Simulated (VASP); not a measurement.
# C3N (P6_3/mcm) in VASP: notebook

Runs on C3N. Level: PBE. Tasks: single point.

Program: VASP 6.6.1. These are calculated values, not measurements. Logs are shortened: lines on timing, memory, paths and dates and some standing lists are left out, and cuts for length are marked.

## 1. The cell of the first run

It takes space group P6_3/mcm (No. 193, hexagonal). Conventional cell: a = 4.470 Å, b = 4.470 Å, c = 5.513 Å, α = 90.00°, β = 90.00°, γ = 120.00°. C (site symmetry m2m) has 2 N at 1.71 Å and 2 C at 1.76 Å within 2.3 Å. N (site symmetry -3m) has 6 C at 1.71 Å within 2.3 Å.

The cell was built from a structure type or drawn by symmetry, and may not be a known phase.

## 2. Single point, PBE

Contents of INCAR:

```
SYSTEM = C3N
ALGO = Normal
EDIFF = 1E-6
ENCUT = 910
GGA = PE
GGA_COMPAT = .FALSE.
ISIF = 2
ISMEAR = 0
LASPH = .TRUE.
LCHARG = .FALSE.
LREAL = .FALSE.
LWAVE = .FALSE.
NBANDS = 27
NELM = 120
PREC = Accurate
SIGMA = 0.1
```

Contents of KPOINTS:

```
k-points
0
G
  6 6 4
  0 0 0
```

Contents of POSCAR:

```
C3N
1.0
    4.4699211604      0.0000000025      0.0000000000
   -2.2349605824      3.8710652765      0.0000000000
    0.0000000000      0.0000000000      5.5125482328
C N
6 2
Direct
    0.7723293396      0.0000000000      0.7500000000
    0.7723293396      0.7723293396      0.2500000000
    0.2276706604      0.0000000000      0.2500000000
    0.2276706604      0.2276706604      0.7500000000
    0.0000000000      0.7723293396      0.7500000000
    0.0000000000      0.2276706604      0.2500000000
    0.0000000000      0.0000000000      0.5000000000
    0.0000000000      0.0000000000      0.0000000000
```

Potentials or basis: VASP PAW PBE potentials, release 64 (C_h, N_h).

Run with:

```console
cat potpaw_PBE.64/C_h/POTCAR potpaw_PBE.64/N_h/POTCAR > POTCAR
mpirun -np 1 vasp_std > vasp.out
```

OUTCAR:

```text
SYSTEM = C3N
   EDIFF = 1E-6
   ENCUT = 910
   GGA = PE
   ISIF = 2
   ISMEAR = 0
   LASPH = .TRUE.
   LREAL = .FALSE.
   NELM = 120
   PREC = Accurate

 ion  position               nearest neighbor table
   1  0.772  0.000  0.750-
   2  0.772  0.772  0.250-
   3  0.228  0.000  0.250-
   4  0.228  0.228  0.750-
   5  0.000  0.772  0.750-
   6  0.000  0.228  0.250-
   7  0.000  0.000  0.500-
   8  0.000  0.000  0.000-

  LATTYP: Found a hexagonal cell.
 ALAT       =     4.4699211604
 C/A-ratio  =     1.2332540184

  Lattice vectors:

 A1 = (   4.4699211604,   0.0000000025,   0.0000000000)
 A2 = (  -2.2349605824,   3.8710652765,   0.0000000000)
 A3 = (   0.0000000000,   0.0000000000,   5.5125482328)

Analysis of symmetry for initial positions (statically):
=====================================================================
 Subroutine PRICEL returns:
 Original cell was already a primitive cell.

 Routine SETGRP: Setting up the symmetry group for a
 hexagonal supercell.

 Subroutine GETGRP returns: Found 24 space group operations
 (whereof 12 operations were pure point group operations)
 out of a pool of 24 trial point group operations.

The static configuration has the point symmetry D_3d.
 The point group associated with its full space group is D_6h.

Analysis of symmetry for dynamics (positions and initial velocities):
=====================================================================
 Subroutine PRICEL returns:
 Original cell was already a primitive cell.

 Routine SETGRP: Setting up the symmetry group for a
 hexagonal supercell.

 Subroutine GETGRP returns: Found 24 space group operations
 (whereof 12 operations were pure point group operations)
 out of a pool of 24 trial point group operations.

The dynamic configuration has the point symmetry D_3d.
 The point group associated with its full space group is D_6h.

 Subroutine INISYM returns: Found 24 space group operations
 (whereof 12 operations are pure point group operations),
 and found     1 'primitive' translations

----------------------------------------------------------------------------------------

                                     Primitive cell

  volume of cell :      95.3856

  direct lattice vectors                    reciprocal lattice vectors
     4.469921160  0.000000003  0.000000000     0.223717592  0.129163412  0.000000000
    -2.234960582  3.871065276  0.000000000    -0.000000000  0.258326824  0.000000000
[... 98 lines left out ...]
   NFREE  =      0    steps in history (QN), initial steepest desc. (CG)
   ISIF   =      2    stress and relaxation
   ISYM   =      2    0-nonsym 1-usesym 2-fastsym
   POTIM  = 0.5000    time-step for ionic-motion
   TEBEG  =    0.0;   TEEND  =   0.0 temperature during run
   PSTRESS=    0.0 pullay stress
   NELECT =      34.0000    total number of electrons
   NUPDOWN=      -1.0000    fix difference up-down
   EMIN   =  10.00;   EMAX   =-10.00  energy-range for DOS
   EFERMI =   0.00;   METHOD = LEGACY
   ISMEAR =     0;   SIGMA  =   0.10  broadening in eV -4-tet -1-fermi 0-gaus
   EFERMI_NEDOS =   21; number of points for ismear=-14 and -15
   IALGO  =     38    algorithm
   IMIX   =      4    mixing-type and parameters
     AMIX     =   0.40;   BMIX     =  1.00
     AMIX_MAG =   1.60;   BMIX_MAG =  1.00
  volume/ion in A,a.u.               =      11.92        80.46
  Fermi-wavevector in a.u.,A,eV,Ry     =   1.160754  2.193507 18.331810  1.347350
  Thomas-Fermi vector in A             =   2.297333
   LORBIT       =      0    0 simple, 1 ext, 2 COOP (PROOUT), +10 PAW based schemes
   GGA     = PE    functional components
   LHFCALC =     F    Hartree Fock is set to
   AEXX    =    0.0000 exact exchange contribution
   IVDW    =     0    specifies the selected vdW correction
   LEPSILON=     F    determine dielectric tensor
   LRPA    =     F    only Hartree local field effects (RPA)
 non-spin polarized calculation
 Gauss-broadening in eV      SIGMA  =   0.10
  energy-cutoff  :      910.00
  volume of cell :       95.39
 maximum number of plane-waves:      5985
 NGX is ok and might be reduce to    48
   NGX = 21   NGY = 21   NGZ = 27

 number of electron      33.9999999 magnetization

 Free energy of the ion-electron system (eV)
  ---------------------------------------------------
  ext. energy  EPLUGINS =         0.00000000
  ---------------------------------------------------
  free energy    TOTEN  =       -42.07947779 eV

  energy without entropy =      -42.05638591  energy(sigma->0) =      -42.06793185

 E-fermi :   1.4135     XC(G=0):  -9.3655

 val. band max:        1.4134389293   @ k =   0.1667   0.1667   0.0000
 cond. band min:       1.4194843584   @ k =   0.3333   0.0000   0.0000
 fundamental gap:      0.0060454291
 Fermi energy:         1.4134819866

 k-point     1 :       0.0000    0.0000    0.0000
  band No.  band energies     occupation
      1     -19.9141      2.00000
      2     -16.1995      2.00000
      3     -15.9534      2.00000
      4      -8.2319      2.00000
      5      -8.2319      2.00000
      6      -6.8242      2.00000
[... 619 lines left out ...]
     26       8.1186      0.00000
     27       9.4331      0.00000

------------------------ aborting loop because EDIFF is reached ----------------------------------------

  FORCE on cell =-STRESS in cart. coord.  units (eV):
  Direction    XX          YY          ZZ          XY          YZ          ZX
  --------------------------------------------------------------------------------------
  -------------------------------------------------------------------------------------
  Total       -0.1489879     -0.1489879      0.0152521      0.0000000      0.0000000      0.0000000
  in kB       -2.5025269     -2.5025269      0.2561872      0.0000000      0.0000000      0.0000000
  external PRESSURE =      -1.5829556 kB  Pullay stress =       0.0000000 kB

 VOLUME and BASIS-vectors are now :
 -----------------------------------------------------------------------------
  energy-cutoff  :      910.00
  volume of cell :       95.39
      direct lattice vectors                 reciprocal lattice vectors
     4.469921160  0.000000003  0.000000000     0.223717592  0.129163412  0.000000000
    -2.234960582  3.871065276  0.000000000    -0.000000000  0.258326824  0.000000000
     0.000000000  0.000000000  5.512548233     0.000000000  0.000000000  0.181404308

 POSITION                                       TOTAL-FORCE (eV/Angst)
 -----------------------------------------------------------------------------------
      3.45225      0.00000      4.13441        -0.001521     -0.000000      0.000000
      1.72613      2.98974      1.37814        -0.000760     -0.001317      0.000000
      1.01767      0.00000      1.37814         0.001521      0.000000      0.000000
      0.50883      0.88133      4.13441         0.000760      0.001317     -0.000000
     -1.72613      2.98974      4.13441         0.000760     -0.001317      0.000000
     -0.50883      0.88133      1.37814        -0.000760      0.001317     -0.000000
      0.00000      0.00000      2.75627         0.000000      0.000000     -0.000000
      0.00000      0.00000      0.00000        -0.000000      0.000000     -0.000000
 -----------------------------------------------------------------------------------
    total drift:                                0.000000      0.000000      0.000000

  FREE ENERGIE OF THE ION-ELECTRON SYSTEM (eV)
  ---------------------------------------------------
  free  energy   TOTEN  =       -42.0794777922 eV

  energy  without entropy=      -42.0563859093  energy(sigma->0) =      -42.06793185
```

Run time: 56 s. Hardware: 1 thread of Intel Xeon 6975P-C (Granite Rapids), shared host; peak memory 0.37 GiB.

Results:

| Quantity | Value |
| --- | --- |
| Free energy | -42.0795 eV |
| Pressure | -0.2 GPa |
| Band gap on the k mesh | zero (bands 17 and 18 overlap by 0.99 eV) |

Stress tensor (GPa, compression positive):
```
-0.25  0.00  0.00
 0.00 -0.25  0.00
 0.00  0.00  0.03
```

Levels at points of the mesh, in eV from the Fermi level:
| k point | band 13 | band 14 | band 15 | band 16 | band 17 | band 18 | band 19 | band 20 | band 21 | band 22 |
| --- | --- | --- | --- | --- | --- | --- | --- | --- | --- | --- |
| (0.00, 0.00, 0.00) | -2.92 | -1.43 | -1.43 | -0.35 | -0.35 | 2.39 | 2.39 | 2.54 | 2.54 | 3.67 |
| (0.50, 0.00, 0.00) | -1.75 | -0.61 | -0.51 | -0.26 | -0.11 | 1.61 | 2.06 | 2.42 | 2.60 | 5.44 |
| (0.00, 0.00, 0.50) | -2.08 | -2.08 | -0.78 | -0.78 | -0.78 | -0.78 | 1.53 | 1.53 | 4.57 | 4.57 |
| (0.50, 0.00, 0.50) | -2.07 | -2.07 | -0.48 | -0.48 | 0.21 | 0.21 | 1.55 | 1.55 | 3.87 | 3.87 |

Caveat: the cutoff is under 1.25 times the usual one of these potentials, so pressure, stress and relaxed cells hold a basis-set (Pulay) error.

## 3. Single point, PBE

This run uses another cell than the first one, of 9.58 Å³/atom.

Contents of INCAR:

```
SYSTEM = C3N
PREC     = Accurate       ! precision mode
ENCUT    = 910            ! plane-wave cutoff, eV
EDIFF    = 1E-6           ! SCF threshold, eV
ISMEAR   = 0              ! smearing method
SIGMA    = 0.1            ! smearing width, eV
LREAL    = .FALSE.        ! projectors in reciprocal space
LASPH    = .TRUE.         ! aspherical terms in the spheres
NELM     = 120            ! most SCF steps
ALGO     = Normal         ! electronic algorithm
ISIF     = 2              ! what is computed and relaxed
LWAVE    = .FALSE.        ! write WAVECAR
LCHARG   = .FALSE.        ! write CHGCAR
GGA      = PE             ! functional
NBANDS   = 27             ! bands
GGA_COMPAT= .FALSE.
```

Contents of KPOINTS:

```
Automatic mesh
0
G
  12 12 8
  0 0 0
```

Contents of POSCAR:

```
C3N
1.0
    3.6884276850      0.0000000000      0.0000000000
   -1.8442138425      3.1942720752      0.0000000000
    0.0000000000      0.0000000000      6.5059323145
C N
6 2
Direct
    0.7619780917      0.0000000000      0.7500000000
    0.7619780917      0.7619780917      0.2500000000
    0.2380219083      0.0000000000      0.2500000000
    0.2380219083      0.2380219083      0.7500000000
    0.0000000000      0.7619780917      0.7500000000
    0.0000000000      0.2380219083      0.2500000000
    0.0000000000      0.0000000000      0.5000000000
    0.0000000000      0.0000000000      0.0000000000
```

Potentials or basis: VASP PAW PBE potentials, release 64 (C_h, N_h).

Run with:

```console
cat potpaw_PBE.64/C_h/POTCAR potpaw_PBE.64/N_h/POTCAR > POTCAR
mpirun -np 1 vasp_std > vasp.out
```

Wall time 2.5 min (1 thread of Intel Xeon Platinum 8559C (Emerald Rapids), shared host); peak memory 0.49 GiB.

Results (log left out):

```yaml
Free_energy: -43.1685 eV
Pressure: -0.3 GPa
Largest_force: 0.008 eV/Å
Band_gap_on_the_k_mesh: zero (bands 17 and 18 overlap by 2.20 eV)
```

Forces in eV/Å, atoms in the order of the input:
```
C   -0.008  0.000  0.000
C   -0.004 -0.007  0.000
C    0.008  0.000  0.000
C    0.004  0.007  0.000
C    0.004 -0.007  0.000
C   -0.004  0.007  0.000
N    0.000  0.000  0.000
N    0.000  0.000  0.000
```

Levels at points of the mesh, in eV from the Fermi level:
```tsv
k point	band 15	band 16	band 17	band 18	band 19	band 20
(0.00, 0.00, 0.00)	-1.52	-1.36	-1.36	1.45	1.56	1.56
(0.50, 0.00, 0.00)	0.45	0.59	0.88	0.89	1.05	1.71
(0.00, 0.00, 0.50)	-1.82	-1.82	-1.01	-1.01	-1.01	-1.01
(0.50, 0.00, 0.50)	-1.81	-1.81	0.63	0.63	0.88	0.88
```

Caveat: the cutoff is under 1.25 times the usual one of these potentials, so pressure, stress and relaxed cells hold a basis-set (Pulay) error.

## 4. Single point, PBE

This run uses another cell than the first one, of 9.52 Å³/atom.

Contents of INCAR:

```
PREC     = Accurate       # precision mode
ENCUT    = 910            # plane-wave cutoff, eV
EDIFF    = 1E-6           # SCF threshold, eV
ISMEAR   = 0              # smearing method
SIGMA    = 0.1            # smearing width, eV
LREAL    = F              # projectors in reciprocal space
LASPH    = T              # aspherical terms in the spheres
NELM     = 120            # most SCF steps
ALGO     = Normal         # electronic algorithm
ISIF     = 2              # what is computed and relaxed
LWAVE    = F              # write WAVECAR
LCHARG   = T              # write CHGCAR
GGA      = PE             # functional
LELF     = T              # ELF
LVHAR    = T            
NBANDS   = 27             # bands
GGA_COMPAT= F
```

Contents of KPOINTS:

```
Automatic mesh
0
Gamma
  12 12 6
```

Contents of POSCAR:

```
C3N
1.0
    3.7102413317      0.0000000000      0.0000000000
   -1.8551206659      3.2131632475      0.0000000000
    0.0000000000      0.0000000000      6.3910058009
C N
6 2
Direct
    0.7603817915      0.0000000000      0.7500000000
    0.7603817915      0.7603817915      0.2500000000
    0.2396182085      0.0000000000      0.2500000000
    0.2396182085      0.2396182085      0.7500000000
    0.0000000000      0.7603817915      0.7500000000
    0.0000000000      0.2396182085      0.2500000000
    0.0000000000      0.0000000000      0.5000000000
    0.0000000000      0.0000000000      0.0000000000
```

Run with:

```console
cat potpaw_PBE.64/C_h/POTCAR potpaw_PBE.64/N_h/POTCAR > POTCAR
mpirun -np 1 vasp_std > vasp.out
```

It took 7.8 min on 1 thread of AMD EPYC 7R43 (Zen 3), shared host; peak memory 0.44 GiB.

The run converged. Its results:

- Free energy: -43.1846 eV
- Pressure: -0.3 GPa
- Largest force: 0.009 eV/Å
- Band gap on the k mesh: zero (bands 17 and 18 overlap by 2.25 eV)

Forces on the atoms (eV/Å):
```
C   -0.009  0.000  0.000
C   -0.004 -0.008  0.000
C    0.009  0.000  0.000
C    0.004  0.008  0.000
C    0.004 -0.008  0.000
C   -0.004  0.008  0.000
N    0.000  0.000  0.000
N    0.000  0.000  0.000
```

Levels at points of the mesh, in eV from the Fermi level:
| k point | band 15 | band 16 | band 17 | band 18 | band 19 | band 20 |
| --- | --- | --- | --- | --- | --- | --- |
| (0.00, 0.00, 0.00) | -1.63 | -1.38 | -1.38 | 1.62 | 1.62 | 1.72 |
| (0.50, 0.00, 0.00) | 0.49 | 0.53 | 0.83 | 0.88 | 1.10 | 1.69 |
| (0.00, 0.00, 0.50) | -1.89 | -1.89 | -1.15 | -1.15 | -1.15 | -1.15 |
| (0.50, 0.00, 0.50) | -1.95 | -1.95 | 0.58 | 0.58 | 0.83 | 0.83 |

Caveat: the cutoff is under 1.25 times the usual one of these potentials, so pressure, stress and relaxed cells hold a basis-set (Pulay) error.

## 5. The runs side by side

| cell | k mesh | gap on the mesh (eV) | pressure (GPa) | largest force (eV/Å) |
| --- | --- | --- | --- | --- |
| a = 4.470, b = 4.470, c = 5.513 Å, angles 90.0, 90.0, 120.0°, 8 atoms, atomic positions A | 6 × 6 × 4 | none | -0.2 | - |
| a = 3.688, b = 3.688, c = 6.506 Å, angles 90.0, 90.0, 120.0°, 8 atoms, atomic positions B | 12 × 12 × 8 | none | -0.3 | 0.01 |
| a = 3.710, b = 3.710, c = 6.391 Å, angles 90.0, 90.0, 120.0°, 8 atoms, atomic positions B | 12 × 12 × 6 | none | -0.3 | 0.01 |

Alike in all rows: task single point; level PBE; potentials or basis VASP PAW PBE potentials, release 64 (C_h, N_h); no spin polarisation; cutoff (eV) 910; smearing gaussian 0.1 eV.

Caveats: the cutoff is under 1.25 times the usual one of these potentials, so pressure, stress and relaxed cells hold a basis-set (Pulay) error.

Total energies depend on the potentials used, so only differences within one code and one set of settings carry meaning.
